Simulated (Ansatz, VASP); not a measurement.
**Ga3IrRu: VASP beside Ansatz**

```
CELL_PARAMETERS angstrom
4.67709 0.00000 0.00000
0.00000 4.67709 0.00000
0.00000 0.00000 4.67709
ATOMIC_POSITIONS crystal
Ga 0.50000 0.00000 0.00000
Ga 0.00000 0.50000 0.00000
Ga 0.00000 0.00000 0.50000
Ru 0.50000 0.50000 0.50000
Ir 0.00000 0.00000 0.00000
```

Change from the starting cell: species swapped into the Gd3GaC type (Pm-3m, No. 221).

Alike in both runs: functional PBE; k mesh 4 × 4 × 4; occupations gaussian, width 0.1 eV; no spin polarisation.

Ansatz relaxed the structure, and its values are those at the end. VASP's run is a single point on that final structure, the one shown.

```csv
,VASP,Ansatz
version,VASP 6.6.1,Ansatz 0.2.0
potentials or method,"VASP PAW PBE potentials, release 64 (Ga_d, Ru_pv, Ir), cutoff 520 eV","scalar-relativistic, plane waves, PAW"
valence electrons in the cell,62,72
```

Ansatz gave:

```
gap on the k mesh at the Fermi level (eV) : none
pressure (GPa)                            : 0.1
```

Problem. Which values does VASP return?

Solution. gap on the k mesh at the Fermi level (eV): none; pressure (GPa): 0.3.

A gap of «none» marks a metal or a gap that the smearing closes. VASP's potentials hold 62 valence electrons a cell and Ansatz's 72, so a difference there can come from the potentials and not from the codes.

Neither program's run includes spin-orbit coupling.
